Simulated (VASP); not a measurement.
# SrTiO3 (a): single point with PBE

Crystal: SrTiO3 (a).

```xyz
5
Lattice="4.0244 0.0000 0.0000 0.0000 4.0244 0.0000 0.0000 0.0000 3.8852" Properties=species:S:1:pos:R:3 pbc="T T T"
Sr    0.0000    0.0000    0.0000
Ti    2.0122    2.0122    1.9426
O     2.0122    2.0122    0.0000
O     2.0122    0.0000    1.9426
O     0.0000    2.0122    1.9426
```

- Program: VASP 6.6.1
- Task: single point
- Functional: PBE
- Potentials or basis: VASP PAW PBE potentials, release 64 (Sr_sv, Ti_sv, O)
- Cutoff: 600 eV
- k mesh: 8 × 8 × 8
- Occupations: gaussian, width 0.02 eV
- Spin: no spin polarisation
- Dipole correction: no
- Further INCAR settings: ALGO = Normal; EDIFF = 1e-06; NBANDS = 28

```
Pressure               : -4.2 GPa
Band gap on the k mesh : 1.70 eV, indirect (least direct gap 2.08 eV)
```

Stress tensor (GPa, compression positive):
```
-6.54  0.00  0.00
 0.00 -6.54  0.00
 0.00  0.00  0.54
```

Levels at points of the mesh, in eV from the valence-band top:
```tsv
k point	band 17	band 18	band 19	band 20	band 21	band 22	band 23	band 24
(0.00, 0.00, 0.00)	-1.01	-0.40	-0.40	-0.38	1.70	1.76	1.76	3.78
(0.50, 0.00, 0.00)	-2.08	-1.84	-0.74	-0.72	1.89	3.38	3.39	3.97
(0.50, 0.50, 0.00)	-1.76	-1.66	-1.66	-0.17	3.40	3.40	3.80	5.04
(0.00, 0.00, 0.50)	-2.33	-1.84	-0.77	-0.77	1.87	3.70	3.70	3.79
(0.50, 0.00, 0.50)	-1.76	-1.47	-1.46	-0.09	3.39	3.70	4.01	4.68
(0.50, 0.50, 0.50)	-3.41	-0.06	0.00	0.00	3.99	4.18	4.18	6.61
```

Run time: 4.1 min on 1 thread of AMD EPYC 7R13, with other jobs on the host, peak memory 0.26 GiB.

A k mesh can miss the band edges. Expect the measured gap to be larger: semilocal functionals such as PBE lack the derivative discontinuity.
